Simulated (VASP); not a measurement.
# GaN (F-43m) in VASP: G0W0 quasiparticle levels with PBE

Aim: the G0W0 quasiparticle levels of GaN with PBE.

Everything below comes from runs of VASP 6.6.1. Logs are shortened: lines on timing, memory, paths and dates and some standing lists are left out, and cuts for length are marked.

### 1 The cell of the first run

It takes space group F-43m (No. 216, cubic). Conventional cell: a = 4.535 Å, b = 4.535 Å, c = 4.535 Å, α = 90.00°, β = 90.00°, γ = 90.00°. Ga (site symmetry -43m) has 4 N at 1.96 Å within 2.6 Å. Within 2.6 Å of N (site symmetry -43m) lie 4 Ga at 1.96 Å.

### 2 G0W0 quasiparticle levels, PBE

Contents of POSCAR:

```
GaN
1.0
    0.0000000000      2.2675000000      2.2675000000
    2.2675000000      0.0000000000      2.2675000000
    2.2675000000      2.2675000000      0.0000000000
Ga N
1 1
Direct
    0.0000000000      0.0000000000      0.0000000000
    0.2500000000      0.2500000000      0.2500000000
```

Contents of INCAR.step1:

```
SYSTEM = GaN
  PREC = Accurate
  ENCUT = 500
  EDIFF = 1E-8
  ISMEAR = 0
  SIGMA = 0.01
  LREAL = .False.
  LASPH = .True.
  NELM = 100
  ALGO = Normal
  LWAVE = .True.
  LCHARG = .False.
  GGA = PE
```

Contents of INCAR.step2:

```
SYSTEM = GaN
  PREC = Accurate
  ENCUT = 500
  EDIFF = 1E-8
  ISMEAR = 0
  SIGMA = 0.01
  LREAL = .False.
  LASPH = .True.
  NELM = 1
  ALGO = Exact
  LWAVE = .True.
  LCHARG = .False.
  GGA = PE
  NBANDS = 637
  LOPTICS = .True.
  ISTART = 1
```

Contents of INCAR.step3:

```
SYSTEM = GaN
  PREC = Accurate
  ENCUT = 500
  EDIFF = 1E-8
  ISMEAR = 0
  SIGMA = 0.01
  LREAL = .False.
  LASPH = .True.
  ALGO = EVGW0
  LWAVE = .False.
  LCHARG = .False.
  GGA = PE
  NELMGW = 1
  NBANDS = 637
  ENCUTGW = 200
  NOMEGA = 48
  PRECFOCK = Fast
  ISTART = 1
  NBANDSGW = 17
```

Contents of KPOINTS:

```
Automatic mesh
0
Gamma
  2 2 2
  0 0 0
```

Potentials or basis: VASP PAW PBE potentials, release 64 (Ga_d_GW, N_GW).

Launch:

```console
$ cat potpaw_PBE.64/Ga_d_GW/POTCAR potpaw_PBE.64/N_GW/POTCAR > POTCAR
$ cp INCAR.step1 INCAR
$ mpirun -np 1 vasp_std > vasp.out
$ cp INCAR.step2 INCAR
$ mpirun -np 1 vasp_std > vasp.out
$ cp INCAR.step3 INCAR
$ mpirun -np 1 vasp_std > vasp.out
```

OUTCAR:

```text
SYSTEM = GaN
   PREC = Accurate
   ENCUT = 500
   EDIFF = 1E-8
   ISMEAR = 0
   LREAL = .False.
   LASPH = .True.
   GGA = PE
   NELMGW = 1
   ENCUTGW = 200
   PRECFOCK = Fast
   ISTART = 1

 ion  position               nearest neighbor table
   1  0.000  0.000  0.000-   2 1.96   2 1.96   2 1.96   2 1.96
   2  0.250  0.250  0.250-   1 1.96   1 1.96   1 1.96   1 1.96

  LATTYP: Found a face centered cubic cell.
 ALAT       =     4.5350000000

  Lattice vectors:

 A1 = (   0.0000000000,   2.2675000000,   2.2675000000)
 A2 = (   2.2675000000,   0.0000000000,   2.2675000000)
 A3 = (   2.2675000000,   2.2675000000,   0.0000000000)

Analysis of symmetry for initial positions (statically):
=====================================================================
 Subroutine PRICEL returns:
 Original cell was already a primitive cell.

 Routine SETGRP: Setting up the symmetry group for a
 face centered cubic supercell.

 Subroutine GETGRP returns: Found 24 space group operations
 (whereof 24 operations were pure point group operations)
 out of a pool of 48 trial point group operations.

The static configuration has the point symmetry T_d .

Analysis of symmetry for dynamics (positions and initial velocities):
=====================================================================
 Subroutine PRICEL returns:
 Original cell was already a primitive cell.

 Routine SETGRP: Setting up the symmetry group for a
 face centered cubic supercell.

 Subroutine GETGRP returns: Found 24 space group operations
 (whereof 24 operations were pure point group operations)
 out of a pool of 48 trial point group operations.

The dynamic configuration has the point symmetry T_d .

 Subroutine INISYM returns: Found 24 space group operations
 (whereof 24 operations are pure point group operations),
 and found     1 'primitive' translations

----------------------------------------------------------------------------------------

                                     Primitive cell

  volume of cell :      23.3170

  direct lattice vectors                    reciprocal lattice vectors
     0.000000000  2.267500000  2.267500000    -0.220507166  0.220507166  0.220507166
     2.267500000  0.000000000  2.267500000     0.220507166 -0.220507166  0.220507166
     2.267500000  2.267500000  0.000000000     0.220507166  0.220507166 -0.220507166

  length of vectors
     3.206729253  3.206729253  3.206729253     0.381929616  0.381929616  0.381929616

  position of ions in fractional coordinates (direct lattice)
     0.000000000  0.000000000  0.000000000
     0.250000000  0.250000000  0.250000000

  ion indices of the primitive-cell ions
   primitive index   ion index
                 1           1
                 2           2

----------------------------------------------------------------------------------------

 KPOINTS: Automatic mesh

Automatic generation of k-mesh.
 Grid dimensions read from file:
 generate k-points for:    2    2    2

 Generating k-lattice:

  Cartesian coordinates                     Fractional coordinates (reciprocal lattice)
    -0.110253583  0.110253583  0.110253583     0.500000000  0.000000000  0.000000000
     0.110253583 -0.110253583  0.110253583     0.000000000  0.500000000  0.000000000
     0.110253583  0.110253583 -0.110253583     0.000000000  0.000000000  0.500000000

  Length of vectors
     0.190964808  0.190964808  0.190964808

  Shift w.r.t. Gamma in fractional coordinates (k-lattice)
     0.000000000  0.000000000  0.000000000

 Subroutine IBZKPT returns following result:
 ===========================================

 Found      3 irreducible k-points:

 Following reciprocal coordinates:
            Coordinates               Weight
  0.000000  0.000000  0.000000      1.000000
  0.500000  0.000000  0.000000      4.000000
  0.500000  0.500000  0.000000      3.000000
   k-points           NKPTS =      3   k-points in BZ     NKDIM =      8   number of bands    NBANDS=    637
   number of dos      NEDOS =    301   number of ions     NIONS =      2
   total plane-waves  NPLWV =  13824
   dimension x,y,z NGX =    24 NGY =   24 NGZ =   24
   dimension x,y,z NGXF=    48 NGYF=   48 NGZF=   48
   ions per type =               1   1
   NGX,Y,Z   is equivalent  to a cutoff of  12.44, 12.44, 12.44 a.u.
   NGXF,Y,Z  is equivalent  to a cutoff of  24.88, 24.88, 24.88 a.u.
 SYSTEM =  GaN
   PREC   = accura    normal or accurate (medium, high low for compatibility)
   ISTART =      1    job   : 0-new  1-cont  2-samecut
   ICHARG =      0    charge: 1-file 2-atom 10-const
   ISPIN  =      1    spin polarized calculation?
   LNONCOLLINEAR =      F non collinear calculations
   LSORBIT =      F    spin-orbit coupling
   LASPH  =      T    aspherical Exc in radial PAW
   ENCUT  =  500.0 eV  36.75 Ry    6.06 a.u.   5.85  5.85  5.85*2*pi/ulx,y,z
   NELM   =     60;   NELMIN=  2; NELMDL=  0     # of ELM steps
   EDIFF  = 0.1E-07   stopping-criterion for ELM
   LREAL  =      F    real-space projection
   EDIFFG = 0.1E-06   stopping-criterion for IOM
   NSW    =      0    number of steps for IOM
   IBRION =     -1    ionic relax: 0-MD 1-quasi-New 2-CG
   NFREE  =      0    steps in history (QN), initial steepest desc. (CG)
   ISIF   =      0    stress and relaxation
   ISYM   =      3    0-nonsym 1-usesym 2-fastsym
   POTIM  = 0.5000    time-step for ionic-motion
   TEBEG  =    0.0;   TEEND  =   0.0 temperature during run
   PSTRESS=    0.0 pullay stress
   NELECT =      18.0000    total number of electrons
   NUPDOWN=      -1.0000    fix difference up-down
   EMIN   =  10.00;   EMAX   =-10.00  energy-range for DOS
   EFERMI =   0.00;   METHOD = LEGACY
   ISMEAR =     0;   SIGMA  =   0.01  broadening in eV -4-tet -1-fermi 0-gaus
   EFERMI_NEDOS =   21; number of points for ismear=-14 and -15
   IALGO  =     38    algorithm
   IMIX   =      4    mixing-type and parameters
     AMIX     =   0.40;   BMIX     =  1.00
     AMIX_MAG =   1.60;   BMIX_MAG =  1.00
  volume/ion in A,a.u.               =      11.66        78.68
  Fermi-wavevector in a.u.,A,eV,Ry     =   1.501787  2.837966 30.686097  2.255365
  Thomas-Fermi vector in A             =   2.613112
   LORBIT       =      0    0 simple, 1 ext, 2 COOP (PROOUT), +10 PAW based schemes
   GGA     = PE    functional components
   LHFCALC =     T    Hartree Fock is set to
   PRECFOCK=fast      Normal, Fast or Accurate (Low or Medium for compatibility)
   ENCUT4O =  -1.0   cutoff for four orbital integrals eV
   NKREDX  =     1    reduce k-point grid by
   NKREDY  =     1    reduce k-point grid by
   NKREDZ  =     1    reduce k-point grid by
   AEXX    =    1.0000 exact exchange contribution
   HFSCREEN=    0.0000 screening length (either q_TF or 0.3 A-1)
   HFSCREENC=   0.0000 screening length for correlation (either q_TF or 0.3 A-1)
   ENCUTFOCK=  -1.0 apply spherical cutoff to Coloumb kernel
   IVDW    =     0    specifies the selected vdW correction
   LEPSILON=     F    determine dielectric tensor
   LRPA    =     F    only Hartree local field effects (RPA)
   LRPAFORCE           =     F    calculate RPA forces
   ENCUTGW             = 200.0    cutoff for response function in eV
   ENCUTGWSOFT         = 160.0    soft cutoff for Coulomb kernel in GW response function in eV
   ENCUTLF             =  -1.0    cutoff for local field effects
   NELMGW              =     1    number of iterations in solving QP/BSE equation
   NELMHF              =     1    number of iterations in the inner HF iteration
   NKREDLFX            =     1    NKREDLFY  =   1   NKREDLFZ  =   1
 non-spin polarized calculation
 Gauss-broadening in eV      SIGMA  =   0.01
  energy-cutoff  :      500.00
  volume of cell :       23.32
 maximum number of plane-waves:       609
 NGX is ok and might be reduce to    24
  NGX = 14; NGY = 14; NGZ = 14
   NGX = 11   NGY = 11   NGZ = 11
 maximum number of plane-waves:       169

 QP shifts <psi_nk| G(iteration)W_0 |psi_nk>: iteration 1
 for sc-GW calculations column KS-energies equals QP-energies in previous step
 and V_xc(KS)=  KS-energies - (<T + V_ion + V_H > + <T+V_H+V_ion>^1  + <V_x>^1)

 k-point   1 :       0.0000    0.0000    0.0000
  band No.  KS-energies  QP-energies   sigma(KS)   V_xc(KS)     V^pw_x(r,r')   Z            occupation Imag(sigma)

      1     -10.4150     -11.6265     -16.6269     -14.6737     -24.1658       0.6203       2.0000       0.7461
      2      -8.6384     -11.0711     -24.9129     -21.5324     -34.9646       0.7196       2.0000       0.3486
      3      -8.6384     -11.0711     -24.9129     -21.5324     -34.9646       0.7196       2.0000       0.3486
      4      -8.6384     -11.0711     -24.9129     -21.5324     -34.9646       0.7196       2.0000       0.3486
      5      -8.3650     -10.8571     -25.2491     -21.8045     -35.2438       0.7235       2.0000       0.2827
      6      -8.3650     -10.8571     -25.2491     -21.8045     -35.2438       0.7235       2.0000       0.2827
      7       5.5269       4.9058     -18.4342     -17.6045     -22.3593       0.7486       2.0000       0.2017
      8       5.5269       4.9058     -18.4342     -17.6045     -22.3593       0.7486       2.0000       0.2017
      9       5.5269       4.9058     -18.4342     -17.6045     -22.3593       0.7486       2.0000       0.2017
     10       6.8917       7.0627     -13.0749     -13.2972      -7.6355       0.7692       0.0000      -0.1081
     11      15.1355      15.2532     -11.1344     -11.2858      -4.9036       0.7772       0.0000      -0.1377
     12      15.1355      15.2532     -11.1344     -11.2858      -4.9036       0.7772       0.0000      -0.1377
     13      15.1355      15.2532     -11.1344     -11.2858      -4.9036       0.7772       0.0000      -0.1377
     14      22.4698      22.3435      -9.5922      -9.4238      -2.4765       0.7502       0.0000      -0.6247
     15      23.6540      23.4586      -9.5506      -9.2901      -2.7771       0.7499       0.0000      -0.6096
     16      23.6540      23.4586      -9.5506      -9.2901      -2.7771       0.7499       0.0000      -0.6096
     17      23.6540      23.4586      -9.5506      -9.2901      -2.7771       0.7499       0.0000      -0.6096

 k-point   2 :       0.5000    0.0000    0.0000
  band No.  KS-energies  QP-energies   sigma(KS)   V_xc(KS)     V^pw_x(r,r')   Z            occupation Imag(sigma)

      1      -9.7662     -11.6787     -21.5017     -18.7518     -30.4173       0.6955       2.0000       0.6134
      2      -8.5626     -11.0148     -24.9946     -21.5955     -35.0218       0.7214       2.0000       0.3319
      3      -8.5626     -11.0148     -24.9946     -21.5955     -35.0218       0.7214       2.0000       0.3319
      4      -8.3184     -10.8110     -25.3232     -21.8816     -35.3654       0.7243       2.0000       0.2934
      5      -8.3184     -10.8110     -25.3232     -21.8816     -35.3654       0.7243       2.0000       0.2934
      6      -6.8028      -8.7393     -21.8227     -19.2156     -30.1659       0.7428       2.0000       0.6372
      7      -1.7357      -2.6994     -13.9837     -12.7040     -18.1563       0.7531       2.0000       0.3226
      8       4.5239       3.8418     -17.6077     -16.6847     -21.5423       0.7389       2.0000       0.1948
      9       4.5239       3.8418     -17.6077     -16.6847     -21.5423       0.7389       2.0000       0.1948
     10       9.6576       9.8411     -12.2193     -12.4568      -6.4476       0.7725       0.0000      -0.1077
     11      14.0447      14.1992     -13.6781     -13.8859      -7.6231       0.7433       0.0000      -0.1951
     12      15.2370      15.2960     -11.1331     -11.2087      -5.0736       0.7811       0.0000      -0.1790
     13      15.2370      15.2960     -11.1331     -11.2087      -5.0736       0.7811       0.0000      -0.1790
     14      20.6268      20.4394      -9.9714      -9.7242      -3.1544       0.7580       0.0000      -0.4788
     15      24.4757      24.6150     -11.6830     -11.8653      -4.3424       0.7642       0.0000      -0.6416
     16      24.4757      24.6150     -11.6830     -11.8653      -4.3424       0.7642       0.0000      -0.6416
     17      27.8606      28.1239     -11.6407     -11.9744      -4.1605       0.7890       0.0000      -0.7477

 k-point   3 :       0.5000    0.5000    0.0000
  band No.  KS-energies  QP-energies   sigma(KS)   V_xc(KS)     V^pw_x(r,r')   Z            occupation Imag(sigma)

      1      -9.6724     -11.7324     -22.5156     -19.5832     -31.7360       0.7025       2.0000       0.5653
      2      -8.5678     -11.0170     -24.7530     -21.3635     -34.6342       0.7226       2.0000       0.3095
      3      -8.3666     -10.8557     -25.3155     -21.8882     -35.4240       0.7262       2.0000       0.3294
      4      -8.3666     -10.8557     -25.3155     -21.8882     -35.4240       0.7262       2.0000       0.3294
      5      -8.2936     -10.7860     -25.3330     -21.8941     -35.3608       0.7248       2.0000       0.2876
      6      -6.2689      -8.0263     -21.0551     -18.6820     -28.9400       0.7406       2.0000       0.6839
      7      -0.8640      -1.7618     -15.0225     -13.8046     -19.2773       0.7371       2.0000       0.2802
      8       2.7342       1.9326     -16.1925     -15.1184     -20.1748       0.7464       2.0000       0.1803
      9       2.7342       1.9326     -16.1925     -15.1184     -20.1748       0.7464       2.0000       0.1803
     10       8.3882       8.0735     -10.7001     -10.2973      -5.4117       0.7813       0.0000      -0.1242
     11      11.6432      11.8480     -11.9113     -12.1769      -6.2551       0.7712       0.0000      -0.1144
     12      17.0271      17.3005     -13.3606     -13.7218      -6.9043       0.7571       0.0000      -0.2316
     13      19.0043      19.3860     -13.3028     -13.8265      -6.1337       0.7291       0.0000      -0.3354
     14      19.0043      19.3860     -13.3028     -13.8265      -6.1337       0.7291       0.0000      -0.3354
     15      26.4973      26.6486     -11.9339     -12.1232      -4.3115       0.7995       0.0000      -0.9123
     16      29.4732      29.7310     -11.0250     -11.3718      -4.1848       0.7434       0.0000      -0.3988
     17      30.3250      30.6095     -11.2556     -11.6190      -4.2334       0.7827       0.0000      -0.5061
```

Wall time 19 s (1 thread of Intel Xeon 6975P-C (Granite Rapids), shared host); peak memory 0.2 GiB.

Results:

```
Quasiparticle gap                                   : 2.16 eV
Least direct quasiparticle gap                      : 2.16 eV
Band gap of the starting levels on the mesh         : 1.36 eV
Least direct gap of the starting levels on the mesh : 1.36 eV
```

Caveat: the k points lie up to 1.20 Å⁻¹ apart, too coarse for converged energies, forces and pressures; bands, screening cutoff and mesh are small and nothing is extrapolated, so the quasiparticle values aren't converged.
